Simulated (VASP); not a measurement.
Input of a VASP 6.6.1 run:

POSCAR

```
Si
1.0
   -3.3273296544      3.3273296544      1.9218805215
    3.3273296544     -3.3273296544      1.9218805215
    3.3273296544      3.3273296544     -1.9218805215
Si
4
Direct
    0.1851286434      0.1851286434      0.3702572868
    0.8148713566      0.8148713566      0.6297427132
    0.1723777557      0.8276222443      0.0000000000
    0.8276222443      0.1723777557      0.0000000000
```

Contents of INCAR.step1:

```
PREC = Accurate ; ENCUT = 520
ISMEAR = 0 ; SIGMA = 0.05
LREAL = F ; LASPH = T
NELM = 100 ; NBANDS = 16
GGA = PE ; ALGO = Normal
EDIFF = 1E-4 ; LWAVE = T
LCHARG = F
```

Contents of INCAR.step2:

```
PREC = Accurate ; ENCUT = 520
EDIFF = 1E-6 ; ISMEAR = 0
SIGMA = 0.05 ; LREAL = F
LASPH = T ; NELM = 100
ALGO = Normal ; ISIF = 2
LWAVE = F ; LCHARG = T
METAGGA = R2SCAN ; LMIXTAU = T
LELF = T ; LVHAR = T
NBANDS = 16 ; ISTART = 1
```

The input KPOINTS:

```
Automatic mesh
0
Gamma
  10 10 10
```

Potentials or basis: VASP PAW PBE potentials, release 64 (Si).

Run with:

```sh
$ cat potpaw_PBE.64/Si/POTCAR > POTCAR
$ cp INCAR.step1 INCAR
$ mpirun -np 1 vasp_std > vasp.out
$ cp INCAR.step2 INCAR
$ mpirun -np 1 vasp_std > vasp.out
```

Task: Predict the band gap on the k mesh.

Result: 0.22 eV (least direct gap 0.31 eV).

Task: Predict the largest force.

Result: 1.112 eV/Å.

Task: Predict the pressure.

Result: 0.0 GPa.

Forces on the atoms (eV/Å):
```
Si  -0.786 -0.786  0.000
Si   0.786  0.786  0.000
Si  -0.701  0.701  0.000
Si   0.701 -0.701  0.000
```

Caveat: the cell differs from its parent crystal (atoms displaced along a vibrational mode); the PAW data sets were made with another functional, which shifts forces and pressure a little. A k mesh can miss the band edges.
